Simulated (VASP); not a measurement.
Set up this calculation in VASP 6.6.1, as the native input.

```
Task                   : single point
Functional             : PBEsol
Potentials or basis    : VASP PAW PBE potentials, release 64 (B, N)
Cutoff                 : 600 eV
k mesh                 : 10 × 10 × 10
Occupations            : fermi-dirac, width 0.02 eV
Spin                   : no spin polarisation
Dipole correction      : no
Further INCAR settings : ALGO = Normal; EDIFF = 1e-06; NBANDS = 11
```

The structure of BN (Qingsongite) lies in POSCAR:

```
BN
1.0
    0.0000000000      1.8075000000      1.8075000000
    1.8075000000      0.0000000000      1.8075000000
    1.8075000000      1.8075000000      0.0000000000
B N
1 1
Direct
    0.0000000000      0.0000000000      0.0000000000
    0.2500000000      0.2500000000      0.2500000000
```

The input as run:

INCAR

```
ALGO = Normal ; EDIFF = 1E-6
ENCUT = 600 ; GGA = PS
GGA_COMPAT = False ; ISIF = 2
ISMEAR = -1 ; LASPH = True
LCHARG = False ; LREAL = False
LWAVE = False ; NBANDS = 11
NELM = 120 ; PREC = Accurate
SIGMA = 0.02
```

KPOINTS

```
k-points
0
Gamma
  10 10 10
```

Potentials or basis: VASP PAW PBE potentials, release 64 (B, N).

Run with:

```sh
$ cat potpaw_PBE.64/B/POTCAR potpaw_PBE.64/N/POTCAR > POTCAR
$ mpirun -np 1 vasp_std > vasp.out
```

Results of the run:

```json
{
 "Pressure": "-2.6 GPa",
 "Band gap on the k mesh": "4.28 eV, indirect (least direct gap 8.76 eV)"
}
```

Caveat: the PAW data sets were made with another functional, which shifts forces and pressure a little.

Run time: 5.7 s on 1 thread of Intel(R) Xeon(R) Platinum 8488C (Sapphire Rapids), with other jobs on the host, peak memory 0.12 GiB.
